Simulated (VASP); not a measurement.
# GaN (F-43m) in VASP: notebook

The runs below take GaN through single point, with r2SCAN.

Everything below comes from runs of VASP 6.6.1. Logs are shortened: lines on timing, memory, paths and dates and some standing lists are left out, and cuts for length are marked.

## (1) The cell of the first run

Symmetry: F-43m, No. 216, cubic system. Conventional cell: a = 4.498 Å, b = 4.498 Å, c = 4.498 Å, α = 90.00°, β = 90.00°, γ = 90.00°. Ga (site symmetry -43m) has 4 N at 1.95 Å within 2.6 Å. N (site symmetry -43m) has 4 Ga at 1.95 Å within 2.6 Å.

## (2) Single point, r2SCAN

The input, POSCAR:

```
GaN
1.0
    0.0000000000      2.2489367510      2.2489367510
    2.2489367510      0.0000000000      2.2489367510
    2.2489367510      2.2489367510      0.0000000000
Ga N
1 1
Direct
    0.0000000000      0.0000000000      0.0000000000
    0.7500000000      0.7500000000      0.7500000000
```

The input, INCAR.step1:

```
  PREC = Accurate
  ENCUT = 910
  ISMEAR = 0
  SIGMA = 0.02
  LREAL = F
  LASPH = T
  NELM = 120
  NBANDS = 16
  GGA = PE
  ALGO = Normal
  EDIFF = 1E-5
  LWAVE = T
  LCHARG = F
  GGA_COMPAT = F
```

The input, INCAR.step2:

```
  PREC = Accurate
  ENCUT = 910
  EDIFF = 1E-6
  ISMEAR = 0
  SIGMA = 0.02
  LREAL = F
  LASPH = T
  NELM = 120
  ALGO = Normal
  ISIF = 2
  LWAVE = F
  LCHARG = F
  METAGGA = R2SCAN
  LMIXTAU = T
  NBANDS = 16
  ISTART = 1
  GGA_COMPAT = F
```

The input, KPOINTS:

```
Automatic mesh
0
Gamma
  10 10 10
```

Potentials or basis: VASP PAW PBE potentials, release 64 (Ga_d, N_h).

On the command line:

```bash
$ cat potpaw_PBE.64/Ga_d/POTCAR potpaw_PBE.64/N_h/POTCAR > POTCAR
$ cp INCAR.step1 INCAR
$ mpirun -np 1 vasp_std > vasp.out
$ cp INCAR.step2 INCAR
$ mpirun -np 1 vasp_std > vasp.out
```

OUTCAR:

```text
PREC = Accurate
   ENCUT = 910
   EDIFF = 1E-6
   ISMEAR = 0
   LREAL = F
   LASPH = T
   NELM = 120
   ISIF = 2
   METAGGA = R2SCAN
   ISTART = 1

 ion  position               nearest neighbor table
   1  0.000  0.000  0.000-   2 1.95   2 1.95   2 1.95   2 1.95
   2  0.750  0.750  0.750-   1 1.95   1 1.95   1 1.95   1 1.95

  LATTYP: Found a face centered cubic cell.
 ALAT       =     4.4978735020

  Lattice vectors:

 A1 = (   0.0000000000,   2.2489367510,   2.2489367510)
 A2 = (   2.2489367510,   0.0000000000,   2.2489367510)
 A3 = (   2.2489367510,   2.2489367510,   0.0000000000)

Analysis of symmetry for initial positions (statically):
[... 5 lines left out ...]
 face centered cubic supercell.

 Subroutine GETGRP returns: Found 24 space group operations
 (whereof 24 operations were pure point group operations)
 out of a pool of 48 trial point group operations.

The static configuration has the point symmetry T_d .

Analysis of symmetry for dynamics (positions and initial velocities):
[... 5 lines left out ...]
 face centered cubic supercell.

 Subroutine GETGRP returns: Found 24 space group operations
 (whereof 24 operations were pure point group operations)
 out of a pool of 48 trial point group operations.

The dynamic configuration has the point symmetry T_d .

 Subroutine INISYM returns: Found 24 space group operations
 (whereof 24 operations are pure point group operations),
 and found     1 'primitive' translations

----------------------------------------------------------------------------------------

                                     Primitive cell

  volume of cell :      22.7490

  direct lattice vectors                    reciprocal lattice vectors
     0.000000000  2.248936751  2.248936751    -0.222327284  0.222327284  0.222327284
     2.248936751  0.000000000  2.248936751     0.222327284 -0.222327284  0.222327284
     2.248936751  2.248936751  0.000000000     0.222327284  0.222327284 -0.222327284

  length of vectors
     3.180476854  3.180476854  3.180476854     0.385082152  0.385082152  0.385082152

  position of ions in fractional coordinates (direct lattice)
     0.000000000  0.000000000  0.000000000
     0.750000000  0.750000000  0.750000000

  ion indices of the primitive-cell ions
   primitive index   ion index
                 1           1
                 2           2

----------------------------------------------------------------------------------------

 KPOINTS: Automatic mesh

Automatic generation of k-mesh.
 Grid dimensions read from file:
 generate k-points for:   10   10   10

 Generating k-lattice:

  Cartesian coordinates                     Fractional coordinates (reciprocal lattice)
    -0.022232728  0.022232728  0.022232728     0.100000000  0.000000000  0.000000000
     0.022232728 -0.022232728  0.022232728     0.000000000  0.100000000  0.000000000
     0.022232728  0.022232728 -0.022232728     0.000000000  0.000000000  0.100000000

  Length of vectors
     0.038508215  0.038508215  0.038508215

  Shift w.r.t. Gamma in fractional coordinates (k-lattice)
     0.000000000  0.000000000  0.000000000

 Subroutine IBZKPT returns following result:
 ===========================================

 Found     47 irreducible k-points:

 Following reciprocal coordinates:
            Coordinates               Weight
  0.000000  0.000000  0.000000      1.000000
  0.100000  0.000000  0.000000      8.000000
  0.200000  0.000000  0.000000      8.000000
  0.300000  0.000000  0.000000      8.000000
  0.400000  0.000000  0.000000      8.000000
  0.500000  0.000000  0.000000      4.000000
[... 16 lines left out ...]
  0.300000  0.300000  0.000000      6.000000
  0.400000  0.300000  0.000000     24.000000
 [... further k-points ...]
   k-points           NKPTS =     47   k-points in BZ     NKDIM =     47   number of bands    NBANDS=     16
   number of dos      NEDOS =    301   number of ions     NIONS =      2
   total plane-waves  NPLWV =  32768
   dimension x,y,z NGX =    32 NGY =   32 NGZ =   32
   dimension x,y,z NGXF=    64 NGYF=   64 NGZF=   64
   ions per type =               1   1
   NGX,Y,Z   is equivalent  to a cutoff of  16.73, 16.73, 16.73 a.u.
   NGXF,Y,Z  is equivalent  to a cutoff of  33.45, 33.45, 33.45 a.u.
 SYSTEM =  unknown system
   PREC   = accura    normal or accurate (medium, high low for compatibility)
   ISTART =      1    job   : 0-new  1-cont  2-samecut
   ICHARG =      0    charge: 1-file 2-atom 10-const
   ISPIN  =      1    spin polarized calculation?
   LNONCOLLINEAR =      F non collinear calculations
   LSORBIT =      F    spin-orbit coupling
   LASPH  =      T    aspherical Exc in radial PAW
   ENCUT  =  910.0 eV  66.88 Ry    8.18 a.u.   7.82  7.82  7.82*2*pi/ulx,y,z
   NELM   =    120;   NELMIN=  2; NELMDL=  0     # of ELM steps
   EDIFF  = 0.1E-05   stopping-criterion for ELM
   LREAL  =      F    real-space projection
   EDIFFG = 0.1E-04   stopping-criterion for IOM
   NSW    =      0    number of steps for IOM
   IBRION =     -1    ionic relax: 0-MD 1-quasi-New 2-CG
   NFREE  =      0    steps in history (QN), initial steepest desc. (CG)
   ISIF   =      2    stress and relaxation
   ISYM   =      2    0-nonsym 1-usesym 2-fastsym
   POTIM  = 0.5000    time-step for ionic-motion
   TEBEG  =    0.0;   TEEND  =   0.0 temperature during run
   PSTRESS=    0.0 pullay stress
   NELECT =      18.0000    total number of electrons
   NUPDOWN=      -1.0000    fix difference up-down
   EMIN   =  10.00;   EMAX   =-10.00  energy-range for DOS
   EFERMI =   0.00;   METHOD = LEGACY
   ISMEAR =     0;   SIGMA  =   0.02  broadening in eV -4-tet -1-fermi 0-gaus
   EFERMI_NEDOS =   21; number of points for ismear=-14 and -15
   IALGO  =     38    algorithm
   IMIX   =      4    mixing-type and parameters
     AMIX     =   0.40;   BMIX     =  1.00
     AMIX_MAG =   1.60;   BMIX_MAG =  1.00
  volume/ion in A,a.u.               =      11.37        76.76
  Fermi-wavevector in a.u.,A,eV,Ry     =   1.514183  2.861391 31.194768  2.292751
  Thomas-Fermi vector in A             =   2.623875
   LORBIT       =      0    0 simple, 1 ext, 2 COOP (PROOUT), +10 PAW based schemes
   METAGGA = R2SCAN    functional components
   LHFCALC =     F    Hartree Fock is set to
   AEXX    =    0.0000 exact exchange contribution
   IVDW    =     0    specifies the selected vdW correction
   LEPSILON=     F    determine dielectric tensor
   LRPA    =     F    only Hartree local field effects (RPA)
 non-spin polarized calculation
 Gauss-broadening in eV      SIGMA  =   0.02
  energy-cutoff  :      910.00
  volume of cell :       22.75
 maximum number of plane-waves:      1430
   NGX = 15   NGY = 15   NGZ = 15

 number of electron      18.0000002 magnetization

 Free energy of the ion-electron system (eV)
  ---------------------------------------------------
  ext. energy  EPLUGINS =         0.00000000
  ---------------------------------------------------
  free energy    TOTEN  =       -21.89617138 eV

  energy without entropy =      -21.89617138  energy(sigma->0) =      -21.89617138

 E-fermi :   5.5434     XC(G=0): -12.6633

 val. band max:        5.3807118983   @ k =   0.0000   0.0000   0.0000
 cond. band min:       7.5377913852   @ k =   0.0000   0.0000   0.0000
 fundamental gap:      2.1570794869
 Fermi energy:         5.5434344781

 k-point     1 :       0.0000    0.0000    0.0000
  band No.  band energies     occupation
      1     -11.4054      2.00000
      2      -8.4557      2.00000
      3      -8.4557      2.00000
      4      -8.4557      2.00000
      5      -8.0983      2.00000
      6      -8.0983      2.00000
[... 8 lines left out ...]
     15      25.1567      0.00000
     16      25.1567      0.00000

 k-point     2 :       0.1000    0.0000    0.0000
  band No.  band energies     occupation
      1     -11.2936      2.00000
      2      -8.4412      2.00000
      3      -8.4412      2.00000
      4      -8.4155      2.00000
      5      -8.0995      2.00000
      6      -8.0995      2.00000
[... 8 lines left out ...]
     15      23.7328      0.00000
     16      23.8476      0.00000

 k-point     3 :       0.2000    0.0000    0.0000
  band No.  band energies     occupation
      1     -11.0069      2.00000
      2      -8.4072      2.00000
      3      -8.4072      2.00000
      4      -8.2545      2.00000
      5      -8.0983      2.00000
      6      -8.0983      2.00000
[... 8 lines left out ...]
     15      22.9423      0.00000
     16      22.9424      0.00000

 k-point     4 :       0.3000    0.0000    0.0000
  band No.  band energies     occupation
      1     -10.6849      2.00000
      2      -8.3757      2.00000
      3      -8.3757      2.00000
      4      -8.0852      2.00000
      5      -8.0852      2.00000
      6      -7.8779      2.00000
[... 8 lines left out ...]
     15      23.5011      0.00000
     16      23.5011      0.00000

 k-point     5 :       0.4000    0.0000    0.0000
  band No.  band energies     occupation
      1     -10.4724      2.00000
      2      -8.3605      2.00000
      3      -8.3605      2.00000
      4      -8.0633      2.00000
      5      -8.0633      2.00000
      6      -7.3076      2.00000
[... 8 lines left out ...]
     15      25.0479      0.00000
     16      25.0479      0.00000

 k-point     6 :       0.5000    0.0000    0.0000
  band No.  band energies     occupation
      1     -10.4056      2.00000
      2      -8.3571      2.00000
      3      -8.3571      2.00000
      4      -8.0523      2.00000
      5      -8.0523      2.00000
      6      -6.9716      2.00000
[... 8 lines left out ...]
     15      26.1884      0.00000
     16      26.1884      0.00000
[... 267 lines left out ...]
 k-point    21 :      -0.3000    0.2000    0.0000
  band No.  band energies     occupation
      1     -10.3973      2.00000
      2      -8.3445      2.00000
      3      -8.3045      2.00000
      4      -8.1053      2.00000
      5      -8.1032      2.00000
      6      -7.1839      2.00000
[... 8 lines left out ...]
     15      23.7359      0.00000
     16      27.0359      0.00000

 k-point    22 :      -0.2000    0.2000    0.0000
  band No.  band energies     occupation
      1     -10.5852      2.00000
      2      -8.3549      2.00000
      3      -8.3449      2.00000
      4      -8.1206      2.00000
      5      -8.1149      2.00000
      6      -7.7076      2.00000
[... 8 lines left out ...]
     15      23.7729      0.00000
     16      27.0184      0.00000

 k-point    23 :       0.3000    0.3000    0.0000
  band No.  band energies     occupation
      1     -10.4877      2.00000
      2      -8.2811      2.00000
      3      -8.2540      2.00000
      4      -8.2540      2.00000
      5      -8.0456      2.00000
      6      -7.7013      2.00000
[... 8 lines left out ...]
     15      28.2558      0.00000
     16      28.9979      0.00000

 k-point    24 :       0.4000    0.3000    0.0000
  band No.  band energies     occupation
      1     -10.3417      2.00000
      2      -8.3005      2.00000
      3      -8.2162      2.00000
      4      -8.2130      2.00000
      5      -8.0355      2.00000
      6      -7.2808      2.00000
[... 8 lines left out ...]
     15      28.7531      0.00000
     16      28.8414      0.00000

 [... further k-points ...]
[... 5 lines left out ...]
  --------------------------------------------------------------------------------------
  -------------------------------------------------------------------------------------
  Total        0.1404187      0.1404187      0.1404187      0.0000000      0.0000000      0.0000000
  in kB        9.8894904      9.8894904      9.8894904      0.0000000      0.0000000      0.0000000
  external PRESSURE =       9.8894904 kB  Pullay stress =       0.0000000 kB

 VOLUME and BASIS-vectors are now :
 -----------------------------------------------------------------------------
  energy-cutoff  :      910.00
  volume of cell :       22.75
      direct lattice vectors                 reciprocal lattice vectors
     0.000000000  2.248936751  2.248936751    -0.222327284  0.222327284  0.222327284
     2.248936751  0.000000000  2.248936751     0.222327284 -0.222327284  0.222327284
     2.248936751  2.248936751  0.000000000     0.222327284  0.222327284 -0.222327284

 POSITION                                       TOTAL-FORCE (eV/Angst)
 -----------------------------------------------------------------------------------
      0.00000      0.00000      0.00000         0.000000     -0.000000      0.000000
      3.37341      3.37341      3.37341        -0.000000      0.000000     -0.000000
 -----------------------------------------------------------------------------------
    total drift:                                0.000000      0.000000      0.000000

  FREE ENERGIE OF THE ION-ELECTRON SYSTEM (eV)
  ---------------------------------------------------
  free  energy   TOTEN  =       -21.8961713849 eV

  energy  without entropy=      -21.8961713849  energy(sigma->0) =      -21.89617138
```

Run time: 71 s. Hardware: 1 thread of Intel Xeon Platinum 8488C (Sapphire Rapids), shared host; peak memory 0.21 GiB.

Results:

```yaml
Free_energy: -21.8962 eV
Pressure: 1.0 GPa
Band_gap_on_the_k_mesh: 2.16 eV, direct
```

Caveat: the cutoff is under 1.25 times the usual one of these potentials, so pressure, stress and relaxed cells hold a basis-set (Pulay) error; the PAW data sets were made with another functional, which shifts forces and pressure a little.

(Continued in part 2 of 2.)
